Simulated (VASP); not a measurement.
Here is a VASP 6.6.1 calculation.

File INCAR:

```
ALGO     = Normal         # electronic algorithm
EDIFF    = 1E-7           # SCF threshold, eV
ENCUT    = 520            # plane-wave cutoff, eV
GGA      = CA             # functional
ISIF     = 2              # what is computed and relaxed
ISMEAR   = 0              # smearing method
LASPH    = True           # aspherical terms in the spheres
LCHARG   = False          # write CHGCAR
LREAL    = False          # projectors in reciprocal space
LWAVE    = False          # write WAVECAR
NBANDS   = 28             # bands
NELM     = 80             # most SCF steps
PREC     = Accurate       # precision mode
SIGMA    = 0.05           # smearing width, eV
```

The input KPOINTS:

```
k-points
0
Gamma
  4 4 4
```

Contents of POSCAR:

```
RbCaBr3
1.0
    5.7366900000      0.0501960375      0.0000000000
    0.0501960375      5.7366900000      0.0000000000
    0.0000000000      0.0000000000      5.7366900000
Rb Ca Br
1 1 3
Direct
    0.5000000000      0.5000000000      0.5000000000
    0.0000000000      0.0000000000      0.0000000000
    0.5000000000      0.0000000000      0.0000000000
    0.0000000000      0.5000000000      0.0000000000
    0.0000000000      0.0000000000      0.5000000000
```

Potentials or basis: VASP PAW LDA potentials, release 64 (Rb_sv, Ca_sv, Br).

The run is started by

```bash
$ cat potpaw_LDA.64/Rb_sv/POTCAR potpaw_LDA.64/Ca_sv/POTCAR potpaw_LDA.64/Br/POTCAR > POTCAR
$ mpirun -np 1 vasp_std > vasp.out
```

Problem. Predict the band gap on the k mesh.

Solution. 3.68 eV, indirect (least direct gap 3.95 eV).

Problem. Estimate the pressure.

Solution. -2.4 GPa.

Stress tensor (GPa, compression positive):
```
-2.38 -0.11  0.00
-0.11 -2.38  0.00
 0.00  0.00 -2.38
```

Caveat: the cell differs from its parent crystal (strain +0.0175 x Voigt [0, 0, 0, 0, 0, 1]). A k mesh can miss the band edges.
